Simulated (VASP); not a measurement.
# La3O2 (R-3m) in VASP: further runs, part 2 of 2

VASP 6.6.1.

**3. Single point, PBE**

This run uses another cell than the first one, of 37.03 Å³/atom, 1.250 times its volume.

The input, INCAR:

```
SYSTEM = La3O2
PREC     = Accurate       ! precision mode
ENCUT    = 520            ! plane-wave cutoff, eV
EDIFF    = 1E-6           ! SCF threshold, eV
ISMEAR   = 0              ! smearing method
SIGMA    = 0.1            ! smearing width, eV
LREAL    = .FALSE.        ! projectors in reciprocal space
LASPH    = .TRUE.         ! aspherical terms in the spheres
NELM     = 100            ! most SCF steps
ALGO     = Normal         ! electronic algorithm
ISIF     = 2              ! what is computed and relaxed
LWAVE    = .FALSE.        ! write WAVECAR
LCHARG   = .FALSE.        ! write CHGCAR
GGA      = PE             ! functional
NBANDS   = 30             ! bands
```

The input, KPOINTS:

```
regular mesh
0
G
  6 6 6
  0 0 0
```

The input, POSCAR:

```
La3O2
1.0
    3.9601694878      2.2864049198      3.4078788956
   -3.9601694878      2.2864049198      3.4078788956
    0.0000000000     -4.5728098397      3.4078788956
La O
3 2
Direct
    0.0000000000      0.5000000000      0.0000000000
    0.0000000000      0.0000000000      0.5000000000
    0.5000000000      0.0000000000      0.0000000000
    0.8343795638      0.8343795638      0.8343795638
    0.1656204362      0.1656204362      0.1656204362
```

Potentials or basis: VASP PAW PBE potentials, release 64 (La, O).

On the command line:

```
$ cat potpaw_PBE.64/La/POTCAR potpaw_PBE.64/O/POTCAR > POTCAR
$ mpirun -np 1 vasp_std > vasp.out
```

OUTCAR:

```text
SYSTEM = La3O2
   PREC = Accurate
   ENCUT = 520
   EDIFF = 1E-6
   ISMEAR = 0
   LREAL = .FALSE.
   LASPH = .TRUE.
   NELM = 100
   ISIF = 2
   GGA = PE

 ion  position               nearest neighbor table
   1  0.000  0.500  0.000-   4 2.29   5 2.29
   2  0.000  0.000  0.500-   4 2.29   5 2.29
   3  0.500  0.000  0.000-   4 2.29   5 2.29
   4  0.834  0.834  0.834-   1 2.29   3 2.29   2 2.29
   5  0.166  0.166  0.166-   1 2.29   3 2.29   2 2.29

  LATTYP: Found a trigonal (rhomboedric) cell.
[... 994 lines left out ...]
  --------------------------------------------------------------------------------------
  -------------------------------------------------------------------------------------
  Total       -0.1465335     -0.1465335     -0.0096880      0.0000000      0.0000000     -0.0000000
  in kB       -1.2680756     -1.2680756     -0.0838384      0.0000000      0.0000000     -0.0000000
  external PRESSURE =      -0.8733298 kB  Pullay stress =       0.0000000 kB

 VOLUME and BASIS-vectors are now :
 -----------------------------------------------------------------------------
  energy-cutoff  :      520.00
  volume of cell :      185.14
      direct lattice vectors                 reciprocal lattice vectors
     3.960169488  2.286404920  3.407878896     0.126257222  0.072894641  0.097812552
    -3.960169488  2.286404920  3.407878896    -0.126257222  0.072894641  0.097812552
     0.000000000 -4.572809840  3.407878896     0.000000000 -0.145789283  0.097812552

 POSITION                                       TOTAL-FORCE (eV/Angst)
 -----------------------------------------------------------------------------------
     -1.98008      1.14320      1.70394        -0.000000     -0.000000      0.000000
      0.00000     -2.28640      1.70394         0.000000     -0.000000      0.000000
      1.98008      1.14320      1.70394        -0.000000     -0.000000      0.000000
      0.00000     -0.00000      8.53039         0.000000     -0.000000      0.002599
      0.00000     -0.00000      1.69324         0.000000      0.000000     -0.002599
 -----------------------------------------------------------------------------------
    total drift:                                0.000000     -0.000000      0.000000

  FREE ENERGIE OF THE ION-ELECTRON SYSTEM (eV)
  ---------------------------------------------------
  free  energy   TOTEN  =       -33.5490619400 eV

  energy  without entropy=      -33.5262721921  energy(sigma->0) =      -33.53766707
```

Run time: 2 min. Hardware: 1 thread of Intel Xeon 6975P-C (Granite Rapids), shared host; peak memory 0.35 GiB.

What came out:

* Free energy: -33.5491 eV
* Pressure: -0.1 GPa

Forces in eV/Å, atoms in the order of the input:
```
La   0.000  0.000  0.000
La   0.000  0.000  0.000
La   0.000  0.000  0.000
O    0.000  0.000  0.003
O    0.000  0.000 -0.003
```

Stress tensor (GPa, compression positive):
```
-0.13  0.00  0.00
 0.00 -0.13  0.00
 0.00  0.00 -0.01
```

Caveat: spin-orbit coupling is left out, which moves the levels of the heavy elements; an odd number of electrons without spin polarisation forces a metal; a magnetic or distorted state may lie lower.

**4. Relaxation of cell and atoms, PBE**

This run uses another cell than the first one, of 36.66 Å³/atom, 1.238 times its volume.

The input, INCAR:

```
PREC = Accurate ; ENCUT = 600
EDIFF = 1E-7 ; ISMEAR = 0
SIGMA = 0.1 ; LREAL = False
LASPH = True ; NELM = 100
ALGO = Normal ; ISIF = 3
LWAVE = False ; LCHARG = False
GGA = PE ; IBRION = 2
NSW = 100 ; EDIFFG = -0.01
```

The input, KPOINTS:

```
regular mesh
0
Gamma
  6 6 6
```

The input, POSCAR:

```
La3O2
1.0
    3.9579646135      2.2851319350      3.3779847815
   -3.9579646135      2.2851319350      3.3779847815
    0.0000000000     -4.5702638701      3.3779847815
La O
3 2
Direct
    0.0000000000      0.5000000000      0.0000000000
    0.0000000000      0.0000000000      0.5000000000
    0.5000000000      0.0000000000      0.0000000000
    0.8327028033      0.8327028033      0.8327028033
    0.1672971967      0.1672971967      0.1672971967
```

On the command line:

```
$ cat potpaw_PBE.64/La/POTCAR potpaw_PBE.64/O/POTCAR > POTCAR
$ mpirun -np 1 vasp_std > vasp.out
```

Wall time 11 min (1 thread of Intel Xeon 6975P-C (Granite Rapids), shared host); peak memory 0.46 GiB.

Results (log left out):

```yaml
Free_energy: -33.5552 eV
Relaxed_volume: 36.91 Å³/atom
Relaxed_cell: a = 5.697 Å, b = 5.697 Å, c = 5.697 Å, α = 87.98°, β = 87.98°, γ = 87.98°
Space_group_after_relaxing_to_0.05_Å: R-3m (No. 166)
Energy_gained_by_relaxing: 0.3 meV/atom
Ionic_steps: 8
Pressure_after_relaxing: 0.0 GPa
Largest_force_after_relaxing: 0.006 eV/Å
```

Forces in eV/Å, atoms in the order of the input:
```
La   0.000  0.000  0.000
La   0.000  0.000  0.000
La   0.000  0.000  0.000
O    0.000  0.000 -0.006
O    0.000  0.000  0.006
```

The path:
| step | energy change (eV) | largest force (eV/Å) | pressure (GPa) | volume (Å³) |
| --- | --- | --- | --- | --- |
| 1 | 0.0000 | 0.0268 | 0.08 | 183.31 |
| 2 | -0.0005 | 0.0253 | 0.03 | 183.78 |
| 3 | -0.0011 | 0.0216 | -0.08 | 184.93 |
| 4 | -0.0010 | 0.0205 | 0.12 | 184.61 |
| 5 | -0.0012 | 0.0214 | 0.00 | 184.80 |
| 6 | -0.0013 | 0.0182 | 0.00 | 184.77 |
| 7 | -0.0014 | 0.0110 | 0.00 | 184.71 |
| 8 | -0.0015 | 0.0057 | 0.00 | 184.57 |

Final structure:
```cif
data_structure
_symmetry_space_group_name_H-M 'P 1'
_symmetry_Int_Tables_number 1
_cell_length_a 5.6970
_cell_length_b 5.6970
_cell_length_c 5.6970
_cell_angle_alpha 87.981
_cell_angle_beta 87.981
_cell_angle_gamma 87.981
_cell_volume 184.57
loop_
_atom_site_label
_atom_site_type_symbol
_atom_site_fract_x
_atom_site_fract_y
_atom_site_fract_z
_atom_site_occupancy
La1 La 0.00000 0.50000 0.00000 1
La2 La 0.00000 0.00000 0.50000 1
La3 La 0.50000 0.00000 0.00000 1
O1 O 0.83494 0.83494 0.83494 1
O2 O 0.16506 0.16506 0.16506 1
```

Levels at points of the mesh, in eV from the Fermi level:
| k point | band 19 | band 20 | band 21 | band 22 | band 23 | band 24 | band 25 | band 26 | band 27 |
| --- | --- | --- | --- | --- | --- | --- | --- | --- | --- |
| (0.00, 0.00, 0.00) | -3.31 | -3.31 | -2.31 | -0.54 | -0.54 | 0.44 | 0.44 | 1.22 | 1.31 |
| (0.50, 0.00, 0.00) | -4.02 | -3.57 | -1.24 | -0.73 | 0.39 | 0.49 | 0.54 | 0.82 | 0.97 |
| (0.50, 0.50, 0.00) | -4.21 | -3.57 | -0.63 | -0.25 | 0.06 | 0.41 | 0.41 | 0.65 | 0.97 |
| (0.50, 0.50, 0.50) | -3.30 | -3.30 | -0.84 | -0.84 | -0.67 | 1.16 | 1.26 | 1.33 | 1.33 |

Caveat: spin-orbit coupling is left out, which moves the levels of the heavy elements; an odd number of electrons without spin polarisation forces a metal; a magnetic or distorted state may lie lower.

**5. Overview**

```tsv
task	cell	k mesh	cutoff (eV)	gap on the mesh (eV)	pressure (GPa)	relaxed volume (Å³/atom)	largest force (eV/Å)
relaxation of cell and atoms	relaxed from a = 5.291 Å, angles 90.9°, 5 atoms	3 × 3 × 3	600	none	0.0	37.03	0.01
single point	a = 5.703 Å, angles 88.0°, 5 atoms	6 × 6 × 6	520	none	-0.1	-	-
relaxation of cell and atoms	relaxed from a = 5.683 Å, angles 88.3°, 5 atoms	6 × 6 × 6	600	none	0.0	36.91	0.01
```

Alike in all rows: level PBE; potentials or basis VASP PAW PBE potentials, release 64 (La, O); no spin polarisation; smearing gaussian 0.1 eV.

Caveats: some runs use coarse meshes; spin-orbit coupling is left out, which moves the levels of the heavy elements; an odd number of electrons without spin polarisation forces a metal; a magnetic or distorted state may lie lower; the volume moved by over 15 % at a fixed basis, so the end points are rough (some runs).

Total energies depend on the potentials used, so only differences within one code and one set of settings carry meaning.
